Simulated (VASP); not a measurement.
# TaCo3 (Pm-3m) in VASP: further runs, part 2 of 2

VASP 6.6.1. Earlier steps stand in the parts before.

## (4) Single point, LDA (volume scaled by 1.06)

The input, INCAR:

```
PREC = Accurate
ENCUT = 520
EDIFF = 1E-7
ISMEAR = -1
SIGMA = 0.08
LREAL = False
LASPH = True
NELM = 60
ALGO = Normal
ISIF = 2
LWAVE = False
LCHARG = False
GGA = CA
NBANDS = 27
```

The input, KPOINTS:

```
regular mesh
0
Gamma
  9 9 9
```

The input, POSCAR:

```
TaCo3
1.0
    3.7419790583      0.0000000000      0.0000000000
    0.0000000000      3.7419790583      0.0000000000
    0.0000000000      0.0000000000      3.7419790583
Ta Co
1 3
Direct
    0.0000000000      0.0000000000      0.0000000000
    0.0000000000      0.5000000000      0.5000000000
    0.5000000000      0.0000000000      0.5000000000
    0.5000000000      0.5000000000      0.0000000000
```

Potentials or basis: VASP PAW LDA potentials, release 64 (Ta_pv, Co).

Launch:

```sh
> cat potpaw_LDA.64/Ta_pv/POTCAR potpaw_LDA.64/Co/POTCAR > POTCAR
> mpirun -np 1 vasp_std > vasp.out
```

OUTCAR:

```text
PREC = Accurate
   ENCUT = 520
   EDIFF = 1E-7
   ISMEAR = -1
   LREAL = False
   LASPH = True
   NELM = 60
   ISIF = 2
   GGA = CA

 ion  position               nearest neighbor table
   1  0.000  0.000  0.000-   2 2.65   3 2.65   4 2.65   2 2.65   3 2.65   2 2.65   4 2.65   2 2.65
                             3 2.65   4 2.65   3 2.65   4 2.65
   2  0.000  0.500  0.500-   1 2.65   3 2.65   4 2.65   1 2.65   4 2.65   1 2.65   3 2.65   1 2.65
                             3 2.65   4 2.65   4 2.65   3 2.65
   3  0.500  0.000  0.500-   1 2.65   2 2.65   4 2.65   1 2.65   4 2.65   2 2.65   4 2.65   4 2.65
                             1 2.65   2 2.65   1 2.65   2 2.65
   4  0.500  0.500  0.000-   1 2.65   2 2.65   3 2.65   2 2.65   3 2.65   1 2.65   3 2.65   3 2.65
                             1 2.65   2 2.65   2 2.65   1 2.65

  LATTYP: Found a simple cubic cell.
 ALAT       =     3.7419790583

  Lattice vectors:

 A1 = (   3.7419790583,   0.0000000000,   0.0000000000)
 A2 = (   0.0000000000,   3.7419790583,   0.0000000000)
 A3 = (   0.0000000000,   0.0000000000,   3.7419790583)

Analysis of symmetry for initial positions (statically):
=====================================================================
 Subroutine PRICEL returns:
 Original cell was already a primitive cell.

 Routine SETGRP: Setting up the symmetry group for a
 simple cubic supercell.

 Subroutine GETGRP returns: Found 48 space group operations
 (whereof 48 operations were pure point group operations)
 out of a pool of 48 trial point group operations.

The static configuration has the point symmetry O_h .

Analysis of symmetry for dynamics (positions and initial velocities):
=====================================================================
 Subroutine PRICEL returns:
 Original cell was already a primitive cell.

 Routine SETGRP: Setting up the symmetry group for a
 simple cubic supercell.

 Subroutine GETGRP returns: Found 48 space group operations
 (whereof 48 operations were pure point group operations)
 out of a pool of 48 trial point group operations.

The dynamic configuration has the point symmetry O_h .
[... 124 lines left out ...]
  volume/ion in A,a.u.               =      13.10        88.40
  Fermi-wavevector in a.u.,A,eV,Ry     =   1.470849  2.779501 29.434789  2.163396
  Thomas-Fermi vector in A             =   2.586056
   LORBIT       =      0    0 simple, 1 ext, 2 COOP (PROOUT), +10 PAW based schemes
   GGA     = CA    functional components
   LHFCALC =     F    Hartree Fock is set to
   AEXX    =    0.0000 exact exchange contribution
   IVDW    =     0    specifies the selected vdW correction
   LEPSILON=     F    determine dielectric tensor
   LRPA    =     F    only Hartree local field effects (RPA)
 non-spin polarized calculation
  energy-cutoff  :      520.00
  volume of cell :       52.40
 maximum number of plane-waves:      1424
 NGX is ok and might be reduce to    28
   NGX = 13   NGY = 13   NGZ = 13

 number of electron      37.9999979 magnetization

 Free energy of the ion-electron system (eV)
  ---------------------------------------------------
  ext. energy  EPLUGINS =         0.00000000
  ---------------------------------------------------
  free energy    TOTEN  =       -37.78913786 eV

  energy without entropy =      -37.68201214  energy(sigma->0) =      -37.73557500

 E-fermi :   7.7987     XC(G=0): -13.2066

 val. band max:        7.7797442716   @ k =   0.1111   0.1111   0.1111
 cond. band min:       7.8068801500   @ k =   0.3333   0.3333   0.1111
 fundamental gap:      0.0271358784
 Fermi energy:         7.7986746109

 k-point     1 :       0.0000    0.0000    0.0000
  band No.  band energies     occupation
      1     -26.4573      2.00000
      2     -26.4573      2.00000
      3     -26.4573      2.00000
      4      -0.4225      2.00000
      5       3.2794      2.00000
      6       3.2794      2.00000
[... 709 lines left out ...]
     26      12.8456      0.00000
     27      13.6604      0.00000

 [... further k-points ...]

------------------------ aborting loop because EDIFF is reached ----------------------------------------

  FORCE on cell =-STRESS in cart. coord.  units (eV):
  Direction    XX          YY          ZZ          XY          YZ          ZX
  --------------------------------------------------------------------------------------
  -------------------------------------------------------------------------------------
  Total      -10.2717913    -10.2717913    -10.2717913      0.0000000     -0.0000000      0.0000000
  in kB     -314.0889881   -314.0889881   -314.0889881      0.0000000     -0.0000000      0.0000000
  external PRESSURE =    -314.0889881 kB  Pullay stress =       0.0000000 kB

 VOLUME and BASIS-vectors are now :
 -----------------------------------------------------------------------------
  energy-cutoff  :      520.00
  volume of cell :       52.40
      direct lattice vectors                 reciprocal lattice vectors
     3.741979058  0.000000000  0.000000000     0.267238267  0.000000000  0.000000000
     0.000000000  3.741979058  0.000000000     0.000000000  0.267238267  0.000000000
     0.000000000  0.000000000  3.741979058     0.000000000  0.000000000  0.267238267

 POSITION                                       TOTAL-FORCE (eV/Angst)
 -----------------------------------------------------------------------------------
      0.00000      0.00000      0.00000         0.000000      0.000000      0.000000
      0.00000      1.87099      1.87099         0.000000      0.000000      0.000000
      1.87099      0.00000      1.87099         0.000000      0.000000      0.000000
      1.87099      1.87099      0.00000         0.000000      0.000000      0.000000
 -----------------------------------------------------------------------------------
    total drift:                                0.000000      0.000000      0.000000

  FREE ENERGIE OF THE ION-ELECTRON SYSTEM (eV)
  ---------------------------------------------------
  free  energy   TOTEN  =       -37.7891378574 eV

  energy  without entropy=      -37.6820121381  energy(sigma->0) =      -37.73557500
```

stdout:

```text
POSCAR found type information on POSCAR TaCo
 POSCAR found :  2 types and       4 ions
 scaLAPACK will be used
 LDA part: xc-table for (Slater(with rela. corr.)+CA(PZ))
 , standard interpolation
 POSCAR, INCAR and KPOINTS ok, starting setup
 FFT: planning ... GRIDC
 FFT: planning ... GRID_SOFT
 FFT: planning ... GRID
 WAVECAR not read
 entering main loop
```

It took 2.2 min on 1 thread of AMD EPYC 7R13, shared host; peak memory 0.14 GiB.

What came out:

```yaml
Free_energy: -37.7891 eV
Pressure: -31.4 GPa
Band_gap_on_the_k_mesh: zero (band 19 reaches 8.22 eV, above the bottom of band 20 at 7.41 eV)
```

Caveat: spin-orbit coupling is left out, which moves the levels of the heavy elements.

## (5) Single point, LDA (volume scaled by 1.12)

The input, INCAR:

```
PREC = Accurate
ENCUT = 520
EDIFF = 1E-6
ISMEAR = -1
SIGMA = 0.08
LREAL = False
LASPH = True
NELM = 80
ALGO = Normal
ISIF = 2
LWAVE = False
LCHARG = True
LELF = True
LVHAR = True
NBANDS = 27
```

KPOINTS is that of step 4.

The input, POSCAR:

```
TaCo3
1.0
    3.8112906708      0.0000000000      0.0000000000
    0.0000000000      3.8112906708      0.0000000000
    0.0000000000      0.0000000000      3.8112906708
Ta Co
1 3
Direct
    0.0000000000      0.0000000000      0.0000000000
    0.0000000000      0.5000000000      0.5000000000
    0.5000000000      0.0000000000      0.5000000000
    0.5000000000      0.5000000000      0.0000000000
```

Launch:

```sh
> cat potpaw_LDA.64/Ta_pv/POTCAR potpaw_LDA.64/Co/POTCAR > POTCAR
> mpirun -np 1 vasp_std > vasp.out
```

It took 97 s on 1 thread of AMD EPYC 7R13, shared host; peak memory 0.14 GiB.

The run converged. Its results:

```yaml
Free_energy: -37.1457 eV
Pressure: -37.7 GPa
Band_gap_on_the_k_mesh: zero (band 19 reaches 7.53 eV, above the bottom of band 20 at 6.79 eV)
```

Levels at points of the mesh, in eV from the Fermi level:
```
           k point  band 17  band 18  band 19  band 20  band 21  band 22
(0.00, 0.00, 0.00)     0.38     0.38     0.38     2.15     2.15     2.77
```

Caveat: spin-orbit coupling is left out, which moves the levels of the heavy elements.

## (6) Single point, LDA (volume scaled by 1.2)

The input, INCAR:

```
ALGO     = Normal         # electronic algorithm
EDIFF    = 1E-7           # SCF threshold, eV
ENCUT    = 520            # plane-wave cutoff, eV
GGA      = CA             # functional
ISIF     = 2              # what is computed and relaxed
ISMEAR   = -1             # smearing method
LASPH    = True           # aspherical terms in the spheres
LCHARG   = False          # write CHGCAR
LREAL    = False          # projectors in reciprocal space
LWAVE    = False          # write WAVECAR
NBANDS   = 27             # bands
NELM     = 60             # most SCF steps
PREC     = Accurate       # precision mode
SIGMA    = 0.08           # smearing width, eV
```

The input, KPOINTS:

```
k-points
0
Gamma
  9 9 9
```

The input, POSCAR:

```
TaCo3
1.0
    3.8999569489      0.0000000000      0.0000000000
    0.0000000000      3.8999569489      0.0000000000
    0.0000000000      0.0000000000      3.8999569489
Ta Co
1 3
Direct
    0.0000000000      0.0000000000      0.0000000000
    0.0000000000      0.5000000000      0.5000000000
    0.5000000000      0.0000000000      0.5000000000
    0.5000000000      0.5000000000      0.0000000000
```

Potentials or basis: VASP PAW LDA potentials, release 64 (Ta_pv, Co).

Launch:

```sh
> cat potpaw_LDA.64/Ta_pv/POTCAR potpaw_LDA.64/Co/POTCAR > POTCAR
> mpirun -np 1 vasp_std > vasp.out
```

OUTCAR:

```text
EDIFF = 1E-7
   ENCUT = 520
   GGA = CA
   ISIF = 2
   ISMEAR = -1
   LASPH = True
   LREAL = False
   NELM = 60
   PREC = Accurate

 ion  position               nearest neighbor table
   1  0.000  0.000  0.000-   2 2.76   3 2.76   4 2.76   2 2.76   3 2.76   2 2.76   4 2.76   2 2.76
                             3 2.76   4 2.76   3 2.76   4 2.76
   2  0.000  0.500  0.500-   1 2.76   3 2.76   4 2.76   1 2.76   4 2.76   1 2.76   3 2.76   1 2.76
                             3 2.76   4 2.76   4 2.76   3 2.76
   3  0.500  0.000  0.500-   1 2.76   2 2.76   4 2.76   1 2.76   4 2.76   2 2.76   4 2.76   4 2.76
                             1 2.76   2 2.76   1 2.76   2 2.76
   4  0.500  0.500  0.000-   1 2.76   2 2.76   3 2.76   2 2.76   3 2.76   1 2.76   3 2.76   3 2.76
                             1 2.76   2 2.76   2 2.76   1 2.76

  LATTYP: Found a simple cubic cell.
 ALAT       =     3.8999569489

  Lattice vectors:

 A1 = (   3.8999569489,   0.0000000000,   0.0000000000)
 A2 = (   0.0000000000,   3.8999569489,   0.0000000000)
 A3 = (   0.0000000000,   0.0000000000,   3.8999569489)

Analysis of symmetry for initial positions (statically):
=====================================================================
 Subroutine PRICEL returns:
[... 178 lines left out ...]
 cond. band min:       6.3967306509   @ k =   0.3333   0.3333   0.1111
 fundamental gap:      0.0181190033
 Fermi energy:         6.3949740113

 k-point     1 :       0.0000    0.0000    0.0000
  band No.  band energies     occupation
      1     -28.1355      2.00000
      2     -28.1355      2.00000
      3     -28.1355      2.00000
      4      -1.1831      2.00000
      5       2.5753      2.00000
      6       2.5753      2.00000
[... 709 lines left out ...]
     26      10.6730      0.00000
     27      11.5910      0.00000

 [... further k-points ...]

------------------------ aborting loop because EDIFF is reached ----------------------------------------

  FORCE on cell =-STRESS in cart. coord.  units (eV):
  Direction    XX          YY          ZZ          XY          YZ          ZX
  --------------------------------------------------------------------------------------
  -------------------------------------------------------------------------------------
  Total      -15.9337177    -15.9337177    -15.9337177     -0.0000000      0.0000000     -0.0000000
  in kB     -430.3762164   -430.3762164   -430.3762164     -0.0000000      0.0000000     -0.0000000
  external PRESSURE =    -430.3762164 kB  Pullay stress =       0.0000000 kB

 VOLUME and BASIS-vectors are now :
 -----------------------------------------------------------------------------
  energy-cutoff  :      520.00
  volume of cell :       59.32
      direct lattice vectors                 reciprocal lattice vectors
     3.899956949  0.000000000  0.000000000     0.256413087  0.000000000  0.000000000
     0.000000000  3.899956949  0.000000000     0.000000000  0.256413087  0.000000000
     0.000000000  0.000000000  3.899956949     0.000000000  0.000000000  0.256413087

 POSITION                                       TOTAL-FORCE (eV/Angst)
 -----------------------------------------------------------------------------------
      0.00000      0.00000      0.00000         0.000000      0.000000      0.000000
      0.00000      1.94998      1.94998         0.000000      0.000000      0.000000
      1.94998      0.00000      1.94998         0.000000      0.000000      0.000000
      1.94998      1.94998      0.00000         0.000000      0.000000      0.000000
 -----------------------------------------------------------------------------------
    total drift:                                0.000000      0.000000     -0.000000

  FREE ENERGIE OF THE ION-ELECTRON SYSTEM (eV)
  ---------------------------------------------------
  free  energy   TOTEN  =       -36.1435307310 eV

  energy  without entropy=      -36.0092599421  energy(sigma->0) =      -36.07639534
```

It took 2.3 min on 1 thread of AMD EPYC 7R13, shared host; peak memory 0.15 GiB.

Results:

```
Free energy            : -36.1435 eV
Pressure               : -43.0 GPa
Band gap on the k mesh : zero (band 19 reaches 6.73 eV, above the bottom of band 20 at 6.07 eV)
```

Levels at points of the mesh, in eV from the Fermi level:
```tsv
k point	band 17	band 18	band 19	band 20	band 21	band 22
(0.00, 0.00, 0.00)	0.34	0.34	0.34	1.96	1.96	2.64
```

Caveat: spin-orbit coupling is left out, which moves the levels of the heavy elements. Spin polarisation is off, so any magnetic state and its effect on volume and gap are missing.

## (7) Overview

| cell | gap on the mesh (eV) | pressure (GPa) |
| --- | --- | --- |
| a = 3.595 Å, 4 atoms | none | -8.4 |
| a = 3.670 Å, 4 atoms | none | -22.0 |
| a = 3.742 Å, 4 atoms | none | -31.4 |
| a = 3.811 Å, 4 atoms | none | -37.7 |
| a = 3.900 Å, 4 atoms | none | -43.0 |

Alike in all rows: task single point; level LDA; potentials or basis VASP PAW LDA potentials, release 64 (Ta_pv, Co); no spin polarisation; k mesh 9 × 9 × 9; cutoff (eV) 520; smearing fermi-dirac 0.08 eV.

Caveats: spin-orbit coupling is left out, which moves the levels of the heavy elements.

Absolute energies hang on the potentials; compare differences alone.
